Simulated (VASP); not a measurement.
Set up this calculation in VASP 6.6.1, as the native input.

```
Task                   : single point
Functional             : PBE
Dispersion             : D3(BJ)
Potentials or basis    : VASP PAW PBE potentials, release 64 (Ba_sv, S)
Cutoff                 : 520 eV
k mesh                 : 6 × 6 × 6
Occupations            : gaussian, width 0.05 eV
Spin                   : no spin polarisation
Dipole correction      : no
Further INCAR settings : ALGO = Normal; EDIFF = 1e-07; NBANDS = 15
```

The structure of BaS lies in POSCAR:

```
BaS
1.0
    0.0000000000      3.1796862138      3.1796862138
    3.1796862138      0.0000000000      3.1796862138
    3.1796862138      3.1796862138      0.0000000000
Ba S
1 1
Direct
    0.5000000000      0.5000000000      0.5000000000
    0.0000000000      0.0000000000      0.0000000000
```

These files were run (other wordings do the same):

INCAR

```
PREC = Accurate
ENCUT = 520
EDIFF = 1E-7
ISMEAR = 0
SIGMA = 0.05
LREAL = False
LASPH = True
NELM = 60
ALGO = Normal
ISIF = 2
LWAVE = False
LCHARG = False
GGA = PE
IVDW = 12
NBANDS = 15
```

KPOINTS

```
Automatic mesh
0
Gamma
  6 6 6
```

Potentials or basis: VASP PAW PBE potentials, release 64 (Ba_sv, S).

Command:

```sh
$ cat potpaw_PBE.64/Ba_sv/POTCAR potpaw_PBE.64/S/POTCAR > POTCAR
$ mpirun -np 1 vasp_std > vasp.out
```

It gave:

| Property | Result |
| --- | --- |
| Pressure | 0.6 GPa |
| Band gap on the k mesh | 2.08 eV, indirect (least direct gap 2.21 eV) |
| Dispersion energy per atom | -0.281 eV |

Caveat: spin-orbit coupling is left out, which moves the levels of the heavy elements.

Run time: 8.8 s on 1 thread of Intel(R) Xeon(R) 6975P-C (Granite Rapids), with other jobs on the host, peak memory 0.21 GiB.
